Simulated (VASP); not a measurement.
# La (P6_3/mmc) in VASP: notebook

The runs below take La through electric field gradients, with PBE.

Everything below comes from runs of VASP 6.6.1. Logs are shortened: lines on timing, memory, paths and dates and some standing lists are left out, and cuts for length are marked.

## 1. The cell of the first run

Symmetry: P6_3/mmc, No. 194, hexagonal system. Conventional cell: a = 3.783 Å, b = 3.783 Å, c = 6.076 Å, α = 90.00°, β = 90.00°, γ = 120.00°. Within 4.9 Å of La (site symmetry -6m2) lie 12 La at 3.74 to 3.78 Å.

## 2. Electric field gradients, PBE

The input, INCAR:

```
SYSTEM = La
  ALGO = Normal
  EDIFF = 1E-8
  ENCUT = 520
  GGA = PE
  ISIF = 2
  ISMEAR = -1
  LASPH = .True.
  LCHARG = .False.
  LEFG = .True.
  LREAL = .False.
  LWAVE = .False.
  NBANDS = 18
  NELM = 80
  PREC = Accurate
  SIGMA = 0.05
```

The input, KPOINTS:

```
k-points
0
Gamma
  12 12 7
  0 0 0
```

The input, POSCAR:

```
La
1.0
    3.7830588964      0.0000000000      0.0000000000
   -1.8915294482      3.2762251083      0.0000000000
    0.0000000000      0.0000000000      6.0761288827
La
2
Direct
    0.3333333333      0.6666666667      0.2500000000
    0.6666666667      0.3333333333      0.7500000000
```

Potentials or basis: VASP PAW PBE potentials, release 64 (La).

Launch:

```
$ cat potpaw_PBE.64/La/POTCAR > POTCAR
$ mpirun -np 1 vasp_std > vasp.out
```

OUTCAR:

```text
SYSTEM = La
   EDIFF = 1E-8
   ENCUT = 520
   GGA = PE
   ISIF = 2
   ISMEAR = -1
   LASPH = .True.
   LREAL = .False.
   NELM = 80
   PREC = Accurate

 ion  position               nearest neighbor table
   1  0.333  0.667  0.250-
   2  0.667  0.333  0.750-

  LATTYP: Found a hexagonal cell.
 ALAT       =     3.7830588964
 C/A-ratio  =     1.6061417623

  Lattice vectors:

 A1 = (   3.7830588964,   0.0000000000,   0.0000000000)
 A2 = (  -1.8915294482,   3.2762251083,   0.0000000000)
 A3 = (   0.0000000000,   0.0000000000,   6.0761288827)

Analysis of symmetry for initial positions (statically):
=====================================================================
 Subroutine PRICEL returns:
 Original cell was already a primitive cell.

 Routine SETGRP: Setting up the symmetry group for a
 hexagonal supercell.

 Subroutine GETGRP returns: Found 24 space group operations
 (whereof 12 operations were pure point group operations)
 out of a pool of 24 trial point group operations.

The static configuration has the point symmetry D_3d.
 The point group associated with its full space group is D_6h.

Analysis of symmetry for dynamics (positions and initial velocities):
=====================================================================
 Subroutine PRICEL returns:
 Original cell was already a primitive cell.

 Routine SETGRP: Setting up the symmetry group for a
 hexagonal supercell.

 Subroutine GETGRP returns: Found 24 space group operations
 (whereof 12 operations were pure point group operations)
 out of a pool of 24 trial point group operations.

The dynamic configuration has the point symmetry D_3d.
 The point group associated with its full space group is D_6h.

 Subroutine INISYM returns: Found 24 space group operations
 (whereof 12 operations are pure point group operations),
 and found     1 'primitive' translations

----------------------------------------------------------------------------------------

                                     Primitive cell

  volume of cell :      75.3085

  direct lattice vectors                    reciprocal lattice vectors
     3.783058896  0.000000000  0.000000000     0.264336355  0.152614666  0.000000000
    -1.891529448  3.276225108  0.000000000     0.000000000  0.305229332  0.000000000
     0.000000000  0.000000000  6.076128883     0.000000000  0.000000000  0.164578471

  length of vectors
     3.783058896  3.783058896  6.076128883     0.305229332  0.305229332  0.164578471

  position of ions in fractional coordinates (direct lattice)
     0.333333333  0.666666667  0.250000000
     0.666666667  0.333333333  0.750000000

  ion indices of the primitive-cell ions
   primitive index   ion index
                 1           1
                 2           2

----------------------------------------------------------------------------------------

 KPOINTS: k-points

Automatic generation of k-mesh.
 Grid dimensions read from file:
 generate k-points for:   12   12    7

 Generating k-lattice:

  Cartesian coordinates                     Fractional coordinates (reciprocal lattice)
     0.022028030  0.012717889  0.000000000     0.083333333  0.000000000  0.000000000
     0.000000000  0.025435778  0.000000000     0.000000000  0.083333333  0.000000000
     0.000000000  0.000000000  0.023511210     0.000000000  0.000000000  0.142857143

  Length of vectors
     0.025435778  0.025435778  0.023511210

  Shift w.r.t. Gamma in fractional coordinates (k-lattice)
     0.000000000  0.000000000  0.000000000

 Subroutine IBZKPT returns following result:
 ===========================================

 Found     76 irreducible k-points:

 Following reciprocal coordinates:
            Coordinates               Weight
  0.000000  0.000000  0.000000      1.000000
  0.083333  0.000000  0.000000      6.000000
  0.166667 -0.000000  0.000000      6.000000
  0.250000 -0.000000  0.000000      6.000000
  0.333333 -0.000000  0.000000      6.000000
  0.416667 -0.000000  0.000000      6.000000
[... 16 lines left out ...]
  0.250000 -0.000000  0.142857     12.000000
  0.333333 -0.000000  0.142857     12.000000
 [... further k-points ...]
   k-points           NKPTS =     76   k-points in BZ     NKDIM =     76   number of bands    NBANDS=     18
   number of dos      NEDOS =    301   number of ions     NIONS =      2
   total plane-waves  NPLWV =  37632
   dimension x,y,z NGX =    28 NGY =   28 NGZ =   48
   dimension x,y,z NGXF=    56 NGYF=   56 NGZF=   96
   ions per type =               2
   NGX,Y,Z   is equivalent  to a cutoff of  12.30, 12.30, 13.13 a.u.
   NGXF,Y,Z  is equivalent  to a cutoff of  24.61, 24.61, 26.27 a.u.
 SYSTEM =  La
   PREC   = accura    normal or accurate (medium, high low for compatibility)
   ISTART =      0    job   : 0-new  1-cont  2-samecut
   ICHARG =      2    charge: 1-file 2-atom 10-const
   ISPIN  =      1    spin polarized calculation?
   LNONCOLLINEAR =      F non collinear calculations
   LSORBIT =      F    spin-orbit coupling
   LASPH  =      T    aspherical Exc in radial PAW
   ENCUT  =  520.0 eV  38.22 Ry    6.18 a.u.   7.03  7.03 11.30*2*pi/ulx,y,z
   NELM   =     80;   NELMIN=  2; NELMDL= -5     # of ELM steps
   EDIFF  = 0.1E-07   stopping-criterion for ELM
   LREAL  =      F    real-space projection
   EDIFFG = 0.1E-06   stopping-criterion for IOM
   NSW    =      0    number of steps for IOM
   IBRION =     -1    ionic relax: 0-MD 1-quasi-New 2-CG
   NFREE  =      0    steps in history (QN), initial steepest desc. (CG)
   ISIF   =      2    stress and relaxation
   ISYM   =      2    0-nonsym 1-usesym 2-fastsym
   POTIM  = 0.5000    time-step for ionic-motion
   TEBEG  =    0.0;   TEEND  =   0.0 temperature during run
   PSTRESS=    0.0 pullay stress
   NELECT =      22.0000    total number of electrons
   NUPDOWN=      -1.0000    fix difference up-down
   EMIN   =  10.00;   EMAX   =-10.00  energy-range for DOS
   EFERMI =   0.00;   METHOD = LEGACY
   ISMEAR =    -1;   SIGMA  =   0.05  broadening in eV -4-tet -1-fermi 0-gaus
   EFERMI_NEDOS =   21; number of points for ismear=-14 and -15
   IALGO  =     38    algorithm
   IMIX   =      4    mixing-type and parameters
     AMIX     =   0.40;   BMIX     =  1.00
     AMIX_MAG =   1.60;   BMIX_MAG =  1.00
  volume/ion in A,a.u.               =      37.65       254.10
  Fermi-wavevector in a.u.,A,eV,Ry     =   1.086262  2.052737 16.054390  1.179964
  Thomas-Fermi vector in A             =   2.222394
   LORBIT       =      0    0 simple, 1 ext, 2 COOP (PROOUT), +10 PAW based schemes
   GGA     = PE    functional components
   LHFCALC =     F    Hartree Fock is set to
   AEXX    =    0.0000 exact exchange contribution
   IVDW    =     0    specifies the selected vdW correction
   LEPSILON=     F    determine dielectric tensor
   LRPA    =     F    only Hartree local field effects (RPA)
 non-spin polarized calculation
  energy-cutoff  :      520.00
  volume of cell :       75.31
 maximum number of plane-waves:      2046
   NGX = 15   NGY = 15   NGZ = 23

 number of electron      21.9999997 magnetization

 Free energy of the ion-electron system (eV)
  ---------------------------------------------------
  ext. energy  EPLUGINS =         0.00000000
  ---------------------------------------------------
  free energy    TOTEN  =        -9.73202488 eV

  energy without entropy =       -9.70116624  energy(sigma->0) =       -9.71659556

 E-fermi :   7.7187     XC(G=0):  -9.5055

 val. band max:        7.6950578297   @ k =   0.3333   0.2500   0.4286
 cond. band min:       7.7299166949   @ k =   0.3333   0.3333   0.0000
 fundamental gap:      0.0348588652
 Fermi energy:         7.7187058927

 k-point     1 :       0.0000    0.0000    0.0000
  band No.  band energies     occupation
      1     -25.1551      2.00000
      2     -24.9582      2.00000
      3      -9.5147      2.00000
      4      -8.3766      2.00000
      5      -8.3766      2.00000
      6      -8.1922      2.00000
[... 10 lines left out ...]
     17       9.3767      0.00000
     18       9.4554      0.00000

 k-point     2 :       0.0833    0.0000    0.0000
  band No.  band energies     occupation
      1     -25.1447      2.00000
      2     -24.9535      2.00000
      3      -9.4867      2.00000
      4      -8.4473      2.00000
      5      -8.3990      2.00000
      6      -8.2652      2.00000
[... 10 lines left out ...]
     17       9.3964      0.00000
     18       9.4021      0.00000

 k-point     3 :       0.1667   -0.0000    0.0000
  band No.  band energies     occupation
      1     -25.1155      2.00000
      2     -24.9411      2.00000
      3      -9.4061      2.00000
      4      -8.6378      2.00000
      5      -8.4576      2.00000
      6      -8.4560      2.00000
[... 10 lines left out ...]
     17       9.4498      0.00000
     18       9.4591      0.00000

 k-point     4 :       0.2500   -0.0000    0.0000
  band No.  band energies     occupation
      1     -25.0735      2.00000
      2     -24.9257      2.00000
      3      -9.2832      2.00000
      4      -8.8912      2.00000
      5      -8.6992      2.00000
      6      -8.5327      2.00000
[... 10 lines left out ...]
     17       9.5173      0.00000
     18       9.5197      0.00000

 k-point     5 :       0.3333   -0.0000    0.0000
  band No.  band energies     occupation
      1     -25.0279      2.00000
      2     -24.9134      2.00000
      3      -9.1364      2.00000
      4      -9.1361      2.00000
      5      -8.9266      2.00000
      6      -8.6039      2.00000
[... 10 lines left out ...]
     17       9.4836      0.00000
     18       9.5592      0.00000

 k-point     6 :       0.4167   -0.0000    0.0000
  band No.  band energies     occupation
      1     -24.9899      2.00000
      2     -24.9087      2.00000
      3      -9.3105      2.00000
      4      -9.0851      2.00000
      5      -8.9963      2.00000
      6      -8.6541      2.00000
[... 307 lines left out ...]
 k-point    21 :       0.0833    0.0000    0.1429
  band No.  band energies     occupation
      1     -25.1355      2.00000
      2     -24.9632      2.00000
      3      -9.4296      2.00000
      4      -8.4365      2.00000
      5      -8.3895      2.00000
      6      -8.3079      2.00000
[... 10 lines left out ...]
     17       9.3855      0.00000
     18       9.4463      0.00000

 k-point    22 :       0.1667   -0.0000    0.1429
  band No.  band energies     occupation
      1     -25.1071      2.00000
      2     -24.9499      2.00000
      3      -9.3607      2.00000
      4      -8.6211      2.00000
      5      -8.4987      2.00000
      6      -8.4465      2.00000
[... 10 lines left out ...]
     17       9.4511      0.00000
     18       9.5044      0.00000

 k-point    23 :       0.2500   -0.0000    0.1429
  band No.  band energies     occupation
      1     -25.0664      2.00000
      2     -24.9332      2.00000
      3      -9.2688      2.00000
      4      -8.8564      2.00000
      5      -8.7352      2.00000
      6      -8.5199      2.00000
[... 10 lines left out ...]
     17       9.4802      0.00000
     18       9.5214      0.00000

 k-point    24 :       0.3333   -0.0000    0.1429
  band No.  band energies     occupation
      1     -25.0223      2.00000
      2     -24.9191      2.00000
      3      -9.2460      2.00000
      4      -9.0224      2.00000
      5      -8.9263      2.00000
      6      -8.5897      2.00000
[... 10 lines left out ...]
     17       9.4855      0.00000
     18       9.5507      0.00000

 [... further k-points ...]
[... 5 lines left out ...]
  --------------------------------------------------------------------------------------
  -------------------------------------------------------------------------------------
  Total        0.0350681      0.0350681      0.0429487      0.0000000      0.0000000      0.0000000
  in kB        0.7460699      0.7460699      0.9137271      0.0000000      0.0000000      0.0000000
  external PRESSURE =       0.8019556 kB  Pullay stress =       0.0000000 kB

 VOLUME and BASIS-vectors are now :
 -----------------------------------------------------------------------------
  energy-cutoff  :      520.00
  volume of cell :       75.31
      direct lattice vectors                 reciprocal lattice vectors
     3.783058896  0.000000000  0.000000000     0.264336355  0.152614666  0.000000000
    -1.891529448  3.276225108  0.000000000     0.000000000  0.305229332  0.000000000
     0.000000000  0.000000000  6.076128883     0.000000000  0.000000000  0.164578471

 POSITION                                       TOTAL-FORCE (eV/Angst)
 -----------------------------------------------------------------------------------
     -0.00000      2.18415      1.51903        -0.000000      0.000000      0.000000
      1.89153      1.09208      4.55710         0.000000     -0.000000      0.000000
 -----------------------------------------------------------------------------------
    total drift:                               -0.000000      0.000000     -0.000000

  FREE ENERGIE OF THE ION-ELECTRON SYSTEM (eV)
  ---------------------------------------------------
  free  energy   TOTEN  =        -9.7320248779 eV

  energy  without entropy=       -9.7011662394  energy(sigma->0) =       -9.71659556

 Electric field gradients (V/A^2)
---------------------------------------------------------------------
 ion       V_xx      V_yy      V_zz      V_xy      V_xz      V_yz
---------------------------------------------------------------------
   1      -9.602    -9.602    19.204     0.001     0.000    -0.000
   2      -9.602    -9.602    19.204     0.001    -0.000     0.000
---------------------------------------------------------------------

 Electric field gradients after diagonalization (V/A^2)
 (convention: |V_zz| > |V_xx| > |V_yy|)
----------------------------------------------------------------------
 ion       V_xx      V_yy      V_zz     asymmetry (V_yy - V_xx)/ V_zz
----------------------------------------------------------------------
   1      -9.603    -9.601    19.204       0.000
   2      -9.603    -9.601    19.204       0.000
----------------------------------------------------------------------

           NMR quadrupolar parameters

 Cq : quadrupolar parameter    Cq=e*Q*V_zz/h
 eta: asymmetry parameters     (V_yy - V_xx)/ V_zz
 Q  : nuclear electric quadrupole moment in mb (millibarn)
----------------------------------------------------------------------
 ion       Cq(MHz)       eta       Q (mb)
----------------------------------------------------------------------
   1       0.046       0.000       1.000
   2       0.046       0.000       1.000
----------------------------------------------------------------------
```

Wall time 2.1 min (1 thread of Oxide Virtual Turin-like, shared host); peak memory 0.23 GiB.

What came out:

```yaml
Free_energy: -9.7320 eV
Pressure: 0.1 GPa
Band_gap_on_the_k_mesh: zero (band 11 reaches 8.84 eV, above the bottom of band 12 at 7.50 eV)
```

Levels at points of the mesh, in eV from the Fermi level:
```csv
k point,band 8,band 9,band 10,band 11,band 12,band 13,band 14,band 15
"(0.00, 0.00, 0.00)",-15.87,-3.17,-1.73,1.12,1.31,1.31,1.54,1.63
"(0.50, 0.00, 0.00)",-16.07,-1.56,-1.14,-1.10,1.15,1.20,1.32,1.49
```

Electric field gradients, principal values (V/Å²):
```tsv
atom	least	middle	greatest (by size)
1 La	-9.601	-9.603	19.204
2 La	-9.601	-9.603	19.204
```

Caveat: without QUAD_EFG the Cq values of the log hold for a quadrupole moment of 1 mb, not for the nuclei; spin-orbit coupling is left out, which moves the levels of the heavy elements.

## 3. Electric field gradients, PBE (volume scaled by 1.02)

The input, INCAR:

```
PREC     = Accurate       # precision mode
ENCUT    = 520            # plane-wave cutoff, eV
EDIFF    = 1E-8           # SCF threshold, eV
ISMEAR   = -1             # smearing method
SIGMA    = 0.05           # smearing width, eV
LREAL    = F              # projectors in reciprocal space
LASPH    = T              # aspherical terms in the spheres
NELM     = 100            # most SCF steps
ALGO     = Normal         # electronic algorithm
ISIF     = 2              # what is computed and relaxed
LWAVE    = F              # write WAVECAR
LCHARG   = F              # write CHGCAR
GGA      = PE             # functional
LEFG     = T            
NBANDS   = 18             # bands
```

The input, KPOINTS:

```
Automatic mesh
0
Gamma
  12 12 7
```

The input, POSCAR:

```
La
1.0
    3.8081129967      0.0000000000      0.0000000000
   -1.9040564983      3.2979225957      0.0000000000
    0.0000000000      0.0000000000      6.1163693195
La
2
Direct
    0.3333333333      0.6666666667      0.2500000000
    0.6666666667      0.3333333333      0.7500000000
```

Potentials or basis: VASP PAW PBE potentials, release 64 (La).

Launch:

```
$ cat potpaw_PBE.64/La/POTCAR > POTCAR
$ mpirun -np 1 vasp_std > vasp.out
```

OUTCAR:

```text
PREC = Accurate
   ENCUT = 520
   EDIFF = 1E-8
   ISMEAR = -1
   LREAL = F
   LASPH = T
   NELM = 100
   ISIF = 2
   GGA = PE

 ion  position               nearest neighbor table
   1  0.333  0.667  0.250-
   2  0.667  0.333  0.750-

  LATTYP: Found a hexagonal cell.
 ALAT       =     3.8081129967
 C/A-ratio  =     1.6061417623

  Lattice vectors:

 A1 = (   3.8081129967,   0.0000000000,   0.0000000000)
 A2 = (  -1.9040564983,   3.2979225957,   0.0000000000)
 A3 = (   0.0000000000,   0.0000000000,   6.1163693195)

[... 715 lines left out ...]
  ---------------------------------------------------
  free  energy   TOTEN  =        -9.7305574851 eV

  energy  without entropy=       -9.6991964945  energy(sigma->0) =       -9.71487699

 Electric field gradients (V/A^2)
---------------------------------------------------------------------
 ion       V_xx      V_yy      V_zz      V_xy      V_xz      V_yz
---------------------------------------------------------------------
   1      -9.136    -9.136    18.272     0.000    -0.000     0.000
   2      -9.136    -9.136    18.272     0.000     0.000     0.000
---------------------------------------------------------------------

 Electric field gradients after diagonalization (V/A^2)
 (convention: |V_zz| > |V_xx| > |V_yy|)
----------------------------------------------------------------------
 ion       V_xx      V_yy      V_zz     asymmetry (V_yy - V_xx)/ V_zz
----------------------------------------------------------------------
   1      -9.136    -9.135    18.272       0.000
   2      -9.136    -9.135    18.272       0.000
----------------------------------------------------------------------

           NMR quadrupolar parameters

 Cq : quadrupolar parameter    Cq=e*Q*V_zz/h
 eta: asymmetry parameters     (V_yy - V_xx)/ V_zz
 Q  : nuclear electric quadrupole moment in mb (millibarn)
----------------------------------------------------------------------
 ion       Cq(MHz)       eta       Q (mb)
----------------------------------------------------------------------
   1       0.044       0.000       1.000
   2       0.044       0.000       1.000
----------------------------------------------------------------------
```

Wall time 2.2 min (1 thread of Oxide Virtual Turin-like, shared host); peak memory 0.23 GiB.

What came out:

```
Free energy            : -9.7306 eV
Pressure               : -0.4 GPa
Band gap on the k mesh : zero (band 11 reaches 8.65 eV, above the bottom of band 12 at 7.32 eV)
```

Levels at points of the mesh, in eV from the Fermi level:
```tsv
k point	band 7	band 8	band 9	band 10	band 11	band 12	band 13	band 14	band 15	band 16
(0.00, 0.00, 0.00)	-15.98	-15.93	-3.18	-1.71	1.11	1.30	1.30	1.51	1.59	1.62
(0.50, 0.00, 0.00)	-16.26	-16.12	-1.51	-1.14	-1.07	1.09	1.19	1.28	1.46	1.78
```

Electric field gradients, principal values (V/Å²):
```
atom   least  middle  greatest (by size)
1 La  -9.135  -9.136              18.272
2 La  -9.135  -9.136              18.272
```

Caveat: without QUAD_EFG the Cq values of the log hold for a quadrupole moment of 1 mb, not for the nuclei; spin-orbit coupling is left out, which moves the levels of the heavy elements.
